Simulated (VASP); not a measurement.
# GaP (F-43m) in VASP: a series of runs

Runs on GaP. Level: LDA. Tasks: single point, relaxation of cell and atoms.

Everything below comes from runs of VASP 6.6.1. Logs are shortened: lines on timing, memory, paths and dates and some standing lists are left out, and cuts for length are marked.

### 1 The cell of the first run

Symmetry: F-43m, No. 216, cubic system. The conventional cell has a = 5.391 Å, b = 5.391 Å, c = 5.391 Å, α = 90.00°, β = 90.00°, γ = 90.00°. Ga (site symmetry -43m) has 4 P at 2.33 Å within 3.1 Å. P (site symmetry -43m) has 4 Ga at 2.33 Å within 3.1 Å.

### 2 Single point, LDA

File INCAR:

```
SYSTEM = GaP
PREC = Accurate
ENCUT = 520
EDIFF = 1E-6
ISMEAR = 0
SIGMA = 0.01
LREAL = .FALSE.
LASPH = .TRUE.
NELM = 60
ALGO = Normal
ISIF = 2
LWAVE = .FALSE.
LCHARG = .TRUE.
GGA = CA
LELF = .TRUE.
LVHAR = .TRUE.
NBANDS = 16
```

File KPOINTS:

```
Automatic mesh
0
G
  8 8 8
  0 0 0
```

File POSCAR:

```
GaP
1.0
    0.0000000000      2.6956489027      2.6956489027
    2.6956489027      0.0000000000      2.6956489027
    2.6956489027      2.6956489027      0.0000000000
Ga P
1 1
Direct
    0.0000000000      0.0000000000      0.0000000000
    0.2500000000      0.2500000000      0.2500000000
```

Potentials or basis: VASP PAW LDA potentials, release 64 (Ga_d, P).

Command:

```bash
> cat potpaw_LDA.64/Ga_d/POTCAR potpaw_LDA.64/P/POTCAR > POTCAR
> mpirun -np 1 vasp_std > vasp.out
```

OUTCAR:

```text
SYSTEM = GaP
   PREC = Accurate
   ENCUT = 520
   EDIFF = 1E-6
   ISMEAR = 0
   LREAL = .FALSE.
   LASPH = .TRUE.
   NELM = 60
   ISIF = 2
   GGA = CA

 ion  position               nearest neighbor table
   1  0.000  0.000  0.000-   2 2.33   2 2.33   2 2.33   2 2.33
   2  0.250  0.250  0.250-   1 2.33   1 2.33   1 2.33   1 2.33

  LATTYP: Found a face centered cubic cell.
 ALAT       =     5.3912978054

  Lattice vectors:

 A1 = (   0.0000000000,   2.6956489027,   2.6956489027)
 A2 = (   2.6956489027,   0.0000000000,   2.6956489027)
 A3 = (   2.6956489027,   2.6956489027,   0.0000000000)

Analysis of symmetry for initial positions (statically):
=====================================================================
 Subroutine PRICEL returns:
 Original cell was already a primitive cell.

 Routine SETGRP: Setting up the symmetry group for a
 face centered cubic supercell.

 Subroutine GETGRP returns: Found 24 space group operations
 (whereof 24 operations were pure point group operations)
 out of a pool of 48 trial point group operations.

The static configuration has the point symmetry T_d .

Analysis of symmetry for dynamics (positions and initial velocities):
=====================================================================
 Subroutine PRICEL returns:
 Original cell was already a primitive cell.

 Routine SETGRP: Setting up the symmetry group for a
 face centered cubic supercell.

 Subroutine GETGRP returns: Found 24 space group operations
 (whereof 24 operations were pure point group operations)
 out of a pool of 48 trial point group operations.

The dynamic configuration has the point symmetry T_d .

 Subroutine INISYM returns: Found 24 space group operations
 (whereof 24 operations are pure point group operations),
 and found     1 'primitive' translations

----------------------------------------------------------------------------------------

                                     Primitive cell

  volume of cell :      39.1760

  direct lattice vectors                    reciprocal lattice vectors
     0.000000000  2.695648903  2.695648903    -0.185484096  0.185484096  0.185484096
     2.695648903  0.000000000  2.695648903     0.185484096 -0.185484096  0.185484096
     2.695648903  2.695648903  0.000000000     0.185484096  0.185484096 -0.185484096

  length of vectors
     3.812223238  3.812223238  3.812223238     0.321267878  0.321267878  0.321267878

  position of ions in fractional coordinates (direct lattice)
     0.000000000  0.000000000  0.000000000
     0.250000000  0.250000000  0.250000000

  ion indices of the primitive-cell ions
   primitive index   ion index
                 1           1
                 2           2

----------------------------------------------------------------------------------------

 KPOINTS: Automatic mesh

Automatic generation of k-mesh.
 Grid dimensions read from file:
 generate k-points for:    8    8    8

 Generating k-lattice:

  Cartesian coordinates                     Fractional coordinates (reciprocal lattice)
    -0.023185512  0.023185512  0.023185512     0.125000000  0.000000000  0.000000000
     0.023185512 -0.023185512  0.023185512     0.000000000  0.125000000  0.000000000
     0.023185512  0.023185512 -0.023185512     0.000000000  0.000000000  0.125000000

  Length of vectors
     0.040158485  0.040158485  0.040158485

  Shift w.r.t. Gamma in fractional coordinates (k-lattice)
     0.000000000  0.000000000  0.000000000

 Subroutine IBZKPT returns following result:
 ===========================================

 Found     29 irreducible k-points:

 Following reciprocal coordinates:
            Coordinates               Weight
  0.000000  0.000000  0.000000      1.000000
  0.125000  0.000000  0.000000      8.000000
  0.250000  0.000000  0.000000      8.000000
  0.375000  0.000000  0.000000      8.000000
  0.500000  0.000000  0.000000      4.000000
  0.125000  0.125000  0.000000      6.000000
[... 16 lines left out ...]
  0.500000  0.250000  0.125000     48.000000
 -0.375000  0.250000  0.125000     24.000000
 [... further k-points ...]
   k-points           NKPTS =     29   k-points in BZ     NKDIM =     29   number of bands    NBANDS=     16
   number of dos      NEDOS =    301   number of ions     NIONS =      2
   total plane-waves  NPLWV =  21952
   dimension x,y,z NGX =    28 NGY =   28 NGZ =   28
   dimension x,y,z NGXF=    56 NGYF=   56 NGZF=   56
   ions per type =               1   1
   NGX,Y,Z   is equivalent  to a cutoff of  12.21, 12.21, 12.21 a.u.
   NGXF,Y,Z  is equivalent  to a cutoff of  24.42, 24.42, 24.42 a.u.
 SYSTEM =  GaP
   PREC   = accura    normal or accurate (medium, high low for compatibility)
   ISTART =      0    job   : 0-new  1-cont  2-samecut
   ICHARG =      2    charge: 1-file 2-atom 10-const
   ISPIN  =      1    spin polarized calculation?
   LNONCOLLINEAR =      F non collinear calculations
   LSORBIT =      F    spin-orbit coupling
   LASPH  =      T    aspherical Exc in radial PAW
   ENCUT  =  520.0 eV  38.22 Ry    6.18 a.u.   7.09  7.09  7.09*2*pi/ulx,y,z
   NELM   =     60;   NELMIN=  2; NELMDL= -5     # of ELM steps
   EDIFF  = 0.1E-05   stopping-criterion for ELM
   LREAL  =      F    real-space projection
   EDIFFG = 0.1E-04   stopping-criterion for IOM
   NSW    =      0    number of steps for IOM
   IBRION =     -1    ionic relax: 0-MD 1-quasi-New 2-CG
   NFREE  =      0    steps in history (QN), initial steepest desc. (CG)
   ISIF   =      2    stress and relaxation
   ISYM   =      2    0-nonsym 1-usesym 2-fastsym
   POTIM  = 0.5000    time-step for ionic-motion
   TEBEG  =    0.0;   TEEND  =   0.0 temperature during run
   PSTRESS=    0.0 pullay stress
   NELECT =      18.0000    total number of electrons
   NUPDOWN=      -1.0000    fix difference up-down
   EMIN   =  10.00;   EMAX   =-10.00  energy-range for DOS
   EFERMI =   0.00;   METHOD = LEGACY
   ISMEAR =     0;   SIGMA  =   0.01  broadening in eV -4-tet -1-fermi 0-gaus
   EFERMI_NEDOS =   21; number of points for ismear=-14 and -15
   IALGO  =     38    algorithm
   IMIX   =      4    mixing-type and parameters
     AMIX     =   0.40;   BMIX     =  1.00
     AMIX_MAG =   1.60;   BMIX_MAG =  1.00
  volume/ion in A,a.u.               =      19.59       132.19
  Fermi-wavevector in a.u.,A,eV,Ry     =   1.263259  2.387213 21.712488  1.595823
  Thomas-Fermi vector in A             =   2.396625
   LORBIT       =      0    0 simple, 1 ext, 2 COOP (PROOUT), +10 PAW based schemes
   GGA     = CA    functional components
   LHFCALC =     F    Hartree Fock is set to
   AEXX    =    0.0000 exact exchange contribution
   IVDW    =     0    specifies the selected vdW correction
   LEPSILON=     F    determine dielectric tensor
   LRPA    =     F    only Hartree local field effects (RPA)
 non-spin polarized calculation
 Gauss-broadening in eV      SIGMA  =   0.01
  energy-cutoff  :      520.00
  volume of cell :       39.18
 maximum number of plane-waves:      1067
   NGX = 15   NGY = 15   NGZ = 15

 number of electron      17.9999998 magnetization

 Free energy of the ion-electron system (eV)
  ---------------------------------------------------
  ext. energy  EPLUGINS =         0.00000000
  ---------------------------------------------------
  free energy    TOTEN  =       -10.45076671 eV

  energy without entropy =      -10.45076671  energy(sigma->0) =      -10.45076671

 E-fermi :   4.9422     XC(G=0): -10.3108

 val. band max:        4.8484904893   @ k =   0.0000   0.0000   0.0000
 cond. band min:       6.2781765999   @ k =   0.5000   0.5000   0.0000
 fundamental gap:      1.4296861106
 Fermi energy:         4.9422185611

 k-point     1 :       0.0000    0.0000    0.0000
  band No.  band energies     occupation
      1      -9.9173      2.00000
      2      -9.9173      2.00000
      3      -9.9173      2.00000
      4      -9.8089      2.00000
      5      -9.8089      2.00000
      6      -7.9120      2.00000
[... 8 lines left out ...]
     15      14.6926      0.00000
     16      14.6926      0.00000

 k-point     2 :       0.1250    0.0000    0.0000
  band No.  band energies     occupation
      1      -9.9319      2.00000
      2      -9.9121      2.00000
      3      -9.9121      2.00000
      4      -9.8090      2.00000
      5      -9.8090      2.00000
      6      -7.7009      2.00000
[... 8 lines left out ...]
     15      14.0101      0.00000
     16      14.4241      0.00000

 k-point     3 :       0.2500    0.0000    0.0000
  band No.  band energies     occupation
      1      -9.9637      2.00000
      2      -9.9012      2.00000
      3      -9.9012      2.00000
      4      -9.8076      2.00000
      5      -9.8076      2.00000
      6      -7.1006      2.00000
[... 8 lines left out ...]
     15      13.8109      0.00000
     16      14.6124      0.00000

 k-point     4 :       0.3750    0.0000    0.0000
  band No.  band energies     occupation
      1      -9.9924      2.00000
      2      -9.8929      2.00000
      3      -9.8929      2.00000
      4      -9.8035      2.00000
      5      -9.8035      2.00000
      6      -6.2524      2.00000
[... 8 lines left out ...]
     15      15.0520      0.00000
     16      15.0520      0.00000
[... 324 lines left out ...]
 k-point    22 :       0.3750    0.2500    0.1250
  band No.  band energies     occupation
      1      -9.9878      2.00000
      2      -9.8882      2.00000
      3      -9.8838      2.00000
      4      -9.8213      2.00000
      5      -9.7990      2.00000
      6      -6.5890      2.00000
[... 8 lines left out ...]
     15      16.0348      0.00000
     16      17.2621      0.00000

 k-point    23 :       0.5000    0.2500    0.1250
  band No.  band energies     occupation
      1     -10.0036      2.00000
      2      -9.8845      2.00000
      3      -9.8737      2.00000
      4      -9.8190      2.00000
      5      -9.7991      2.00000
      6      -5.7861      2.00000
[... 8 lines left out ...]
     15      16.4117      0.00000
     16      17.7205      0.00000

 k-point    24 :      -0.3750    0.2500    0.1250
  band No.  band energies     occupation
      1     -10.0094      2.00000
      2      -9.8840      2.00000
      3      -9.8702      2.00000
      4      -9.8150      2.00000
      5      -9.8010      2.00000
      6      -5.2876      2.00000
[... 8 lines left out ...]
     15      16.8444      0.00000
     16      17.4333      0.00000

 [... further k-points ...]
[... 5 lines left out ...]
  --------------------------------------------------------------------------------------
  -------------------------------------------------------------------------------------
  Total        0.0192700      0.0192700      0.0192700     -0.0000000      0.0000000     -0.0000000
  in kB        0.7880820      0.7880820      0.7880820     -0.0000000      0.0000000     -0.0000000
  external PRESSURE =       0.7880820 kB  Pullay stress =       0.0000000 kB

 VOLUME and BASIS-vectors are now :
 -----------------------------------------------------------------------------
  energy-cutoff  :      520.00
  volume of cell :       39.18
      direct lattice vectors                 reciprocal lattice vectors
     0.000000000  2.695648903  2.695648903    -0.185484096  0.185484096  0.185484096
     2.695648903  0.000000000  2.695648903     0.185484096 -0.185484096  0.185484096
     2.695648903  2.695648903  0.000000000     0.185484096  0.185484096 -0.185484096

 POSITION                                       TOTAL-FORCE (eV/Angst)
 -----------------------------------------------------------------------------------
      0.00000      0.00000      0.00000         0.000000     -0.000000      0.000000
      1.34782      1.34782      1.34782        -0.000000      0.000000     -0.000000
 -----------------------------------------------------------------------------------
    total drift:                                0.000000      0.000000      0.000000

  FREE ENERGIE OF THE ION-ELECTRON SYSTEM (eV)
  ---------------------------------------------------
  free  energy   TOTEN  =       -10.4507667106 eV

  energy  without entropy=      -10.4507667106  energy(sigma->0) =      -10.45076671
```

Run time: 24 s. Hardware: 1 thread of Intel Xeon 8259CL, shared host; peak memory 0.15 GiB.

What came out:

- Free energy: -10.4508 eV
- Pressure: 0.1 GPa
- Band gap on the k mesh: 1.43 eV, indirect (least direct gap 1.91 eV)

Levels at points of the mesh, in eV from the valence-band top:
```csv
k point,band 5,band 6,band 7,band 8,band 9,band 10,band 11,band 12,band 13,band 14
"(0.00, 0.00, 0.00)",-14.66,-12.76,0.00,0.00,0.00,1.91,3.78,3.78,3.78,8.64
"(0.50, 0.00, 0.00)",-14.65,-10.57,-6.90,-1.18,-1.18,1.62,4.62,4.62,8.11,10.88
"(0.50, 0.50, 0.00)",-14.63,-9.60,-7.00,-2.82,-2.82,1.43,1.65,10.70,10.70,11.27
```

A k mesh can miss the band edges. As with any semilocal functional, this LDA gap is likely too small.

### 3 Relaxation of cell and atoms, LDA

This run uses another cell than the first one, of 20.23 Å³/atom, 1.033 times its volume.

File INCAR:

```
ALGO = Normal ; EDIFF = 1E-6
EDIFFG = -0.005 ; ENCUT = 600
GGA = CA ; IBRION = 2
ISIF = 3 ; ISMEAR = 0
LASPH = True ; LCHARG = False
LREAL = False ; LWAVE = False
NELM = 60 ; NSW = 80
PREC = Accurate ; SIGMA = 0.01
```

File KPOINTS:

```
k-points
0
Gamma
  8 8 8
```

File POSCAR:

```
GaP
1.0
    0.0000000000      2.7250000000      2.7250000000
    2.7250000000      0.0000000000      2.7250000000
    2.7250000000      2.7250000000      0.0000000000
Ga P
1 1
Direct
    0.0000000000      0.0000000000      0.0000000000
    0.2500000000      0.2500000000      0.2500000000
```

Potentials or basis: VASP PAW LDA potentials, release 64 (Ga_d, P).

Command:

```bash
> cat potpaw_LDA.64/Ga_d/POTCAR potpaw_LDA.64/P/POTCAR > POTCAR
> mpirun -np 1 vasp_std > vasp.out
```

OUTCAR:

```text
EDIFF = 1E-6
   EDIFFG = -0.005
   ENCUT = 600
   GGA = CA
   IBRION = 2
   ISIF = 3
   ISMEAR = 0
   LASPH = True
   LREAL = False
   NELM = 60
   NSW = 80
   PREC = Accurate

 ion  position               nearest neighbor table
   1  0.000  0.000  0.000-   2 2.36   2 2.36   2 2.36   2 2.36
   2  0.250  0.250  0.250-   1 2.36   1 2.36   1 2.36   1 2.36

  LATTYP: Found a face centered cubic cell.
 ALAT       =     5.4500000000

  Lattice vectors:

 A1 = (   0.0000000000,   2.7250000000,   2.7250000000)
 A2 = (   2.7250000000,   0.0000000000,   2.7250000000)
 A3 = (   2.7250000000,   2.7250000000,   0.0000000000)

Analysis of symmetry for initial positions (statically):
=====================================================================
 Subroutine PRICEL returns:
 Original cell was already a primitive cell.

[... 366 lines left out ...]

 k-point     1 :       0.0000    0.0000    0.0000
  band No.  band energies     occupation
      1      -9.9274      2.00000
      2      -9.9274      2.00000
      3      -9.9274      2.00000
      4      -9.8194      2.00000
      5      -9.8194      2.00000
      6      -7.9149      2.00000
      7       4.8373      2.00000
      8       4.8373      2.00000
      9       4.8373      2.00000
     10       6.7382      0.00000
     11       8.6209      0.00000
     12       8.6209      0.00000
     13       8.6209      0.00000
[... 354 lines left out ...]
  band No.  band energies     occupation
      1     -10.0190      2.00000
      2      -9.8942      2.00000
      3      -9.8805      2.00000
      4      -9.8254      2.00000
      5      -9.8114      2.00000
      6      -5.2947      2.00000
      7      -1.8122      2.00000
      8       1.4776      2.00000
      9       2.7897      2.00000
     10       8.2719      0.00000
     11       8.9893      0.00000
     12      11.2982      0.00000
     13      12.7363      0.00000

 [... further k-points ...]
[... 5 lines left out ...]
  --------------------------------------------------------------------------------------
  -------------------------------------------------------------------------------------
  Total        0.0090381      0.0090381      0.0090381     -0.0000000     -0.0000000      0.0000000
  in kB        0.3692416      0.3692416      0.3692416     -0.0000000     -0.0000000      0.0000000
  external PRESSURE =       0.3692416 kB  Pullay stress =       0.0000000 kB
[... 17 lines left out ...]
  FREE ENERGIE OF THE ION-ELECTRON SYSTEM (eV)
  ---------------------------------------------------
  free  energy   TOTEN  =       -10.4510847679 eV

  energy  without entropy=      -10.4510847679  energy(sigma->0) =      -10.45108477

 reached required accuracy - stopping structural energy minimisation
```

OSZICAR:

```text
N       E                     dE             d eps       ncg     rms          rms(c)
DAV:   1     0.853652917030E+02    0.85365E+02   -0.10007E+04   762   0.215E+03
DAV:   2    -0.392832187853E+01   -0.89294E+02   -0.86057E+02   824   0.349E+02
DAV:   3    -0.106343263582E+02   -0.67060E+01   -0.66790E+01   939   0.789E+01
DAV:   4    -0.107570857446E+02   -0.12276E+00   -0.12271E+00   894   0.117E+01
[... 43 lines left out ...]
DAV:   1    -0.104512476893E+02   -0.17403E-03   -0.21412E-03  1009   0.100E+00    0.751E-02
DAV:   2    -0.104511197391E+02    0.12795E-03   -0.23473E-04   959   0.396E-01    0.336E-02
DAV:   3    -0.104510882460E+02    0.31493E-04   -0.36760E-05  1004   0.134E-01    0.797E-03
DAV:   4    -0.104510853203E+02    0.29257E-05   -0.34823E-06   745   0.289E-02    0.328E-03
DAV:   5    -0.104510847679E+02    0.55238E-06   -0.25549E-07   377   0.802E-03
   6 F= -.10451085E+02 E0= -.10451085E+02  d E =-.496447E-05
```

Run time: 68 s. Hardware: 1 thread of Intel Xeon 8259CL, shared host; peak memory 0.17 GiB.

Results:

```yaml
Free_energy: -10.4511 eV
Relaxed_volume: 19.61 Å³/atom
Relaxed_cell: a = 3.814 Å, b = 3.814 Å, c = 3.814 Å, α = 60.00°, β = 60.00°, γ = 60.00°
Space_group_after_relaxing_to_0.05_Å: F-43m (No. 216)
Energy_gained_by_relaxing: 5.3 meV/atom
Ionic_steps: 6
Pressure_after_relaxing: 0.0 GPa
Band_gap_on_the_k_mesh: 1.43 eV, indirect (least direct gap 1.90 eV)
```

Step by step:
```
step  energy change (eV)  largest force (eV/Å)  pressure (GPa)  volume (Å³)
   1              0.0000                0.0000           -2.66        40.47
   2             -0.0071                0.0000            1.67        38.53
   3             -0.0106                0.0000           -0.07        39.22
   4             -0.0106                0.0000            0.10        39.19
   5             -0.0106                0.0000           -0.10        39.26
   6             -0.0106                0.0000            0.04        39.22
```

Final structure:
```xyz
2
Lattice="0.0000 2.6966 2.6966 2.6966 0.0000 2.6966 2.6966 2.6966 0.0000" Properties=species:S:1:pos:R:3 pbc="T T T"
Ga    0.0000    2.6966    2.6966
P     1.3483    1.3483    1.3483
```

Levels at points of the mesh, in eV from the valence-band top:
```tsv
k point	band 6	band 7	band 8	band 9	band 10	band 11	band 12	band 13
(0.00, 0.00, 0.00)	-12.75	0.00	0.00	0.00	1.90	3.78	3.78	3.78
(0.50, 0.00, 0.00)	-10.56	-6.89	-1.18	-1.18	1.61	4.62	4.62	8.11
(0.50, 0.50, 0.00)	-9.60	-6.99	-2.82	-2.82	1.43	1.65	10.69	10.69
```

A k mesh can miss the band edges. A hybrid or GW would open this gap; LDA tends to underestimate it.
